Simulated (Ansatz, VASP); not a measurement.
# Y3NbO2: VASP beside Ansatz

```
CELL_PARAMETERS angstrom
5.57959 0.00000 0.00000
-2.78979 4.83206 0.00000
0.00000 0.00000 3.77820
ATOMIC_POSITIONS crystal
Y 0.50000 0.00000 0.50000
Y 0.00000 0.50000 0.50000
Y 0.50000 0.50000 0.50000
Nb 0.00000 0.00000 0.00000
O 0.33333 0.66667 0.00000
O 0.66667 0.33333 0.00000
```

Change from the starting cell: species swapped into the LaGe2Ir3 type (P6/mmm, No. 191).

Alike in both runs: task relaxation of cell and atoms; functional PBE; k mesh 6 × 6 × 4; occupations gaussian, width 0.1 eV; collinear spin.

```csv
,VASP,Ansatz
version,VASP 6.6.1,Ansatz 0.2.0
potentials or method,"VASP PAW PBE potentials, release 64 (Y_sv, Nb_sv, O), cutoff 600 eV","scalar-relativistic, plane waves, PAW"
valence electrons in the cell,58,58
```

```csv
,VASP,Ansatz,Ansatz less VASP
"gap on the k mesh at the Fermi level, each at its own relaxed structure (eV)",none,none,-
net moment per atom (μB),0.00,0.32,+0.321
size of the moment on the site where the two differ most (μB),0.00,1.09,+1.093
relaxed volume (Å³/atom),18.17,18.39,+0.219
relaxed length of the cell vector where the two differ most in proportion (Å),2.928,2.942,+0.0139
```

The net moments are unlike, so the other rows may belong to different states. Site moments also hang on the region over which each program counts them. A gap of «none» marks a metal or a gap that the smearing closes. Ansatz's warnings: no starting moments.

The k mesh is coarse, so the values compare programs but aren't converged.
